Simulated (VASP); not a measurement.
A run of VASP 6.6.1:

The input INCAR:

```
SYSTEM = PbS
PREC = Accurate ; ENCUT = 520
EDIFF = 1E-7 ; ISMEAR = 0
SIGMA = 0.01 ; LREAL = .False.
LASPH = .True. ; NELM = 100
ALGO = Normal ; ISIF = 2
LWAVE = .False. ; LCHARG = .False.
GGA = PS ; NBANDS = 28
```

File KPOINTS:

```
regular mesh
0
Gamma
  6 6 2
  0 0 0
```

File POSCAR:

```
PbS
1.0
    2.9405000000     -2.9000000000      0.0000000000
    2.9405000000      2.9000000000      0.0000000000
   -1.0800550000      0.0000000000     11.7092940000
Pb S
2 2
Direct
    0.7756000000      0.7756000000      0.6363800000
    0.2244000000      0.2244000000      0.3636200000
    0.2684000000      0.2684000000      0.5986000000
    0.7316000000      0.7316000000      0.4014000000
```

Potentials or basis: VASP PAW PBE potentials, release 64 (Pb_d, S).

Launch:

```sh
$ cat potpaw_PBE.64/Pb_d/POTCAR potpaw_PBE.64/S/POTCAR > POTCAR
$ mpirun -np 1 vasp_std > vasp.out
```

Hardware: 1 thread of Intel(R) Xeon(R) Platinum 8488C (Sapphire Rapids) (shared host).

Q: How long does it take, and how much memory?

A: Wall time 3 min on 1 thread of Intel(R) Xeon(R) Platinum 8488C (Sapphire Rapids), with other jobs on the host, peak memory 0.35 GiB. Counts: scf iterations 18, k points 26.
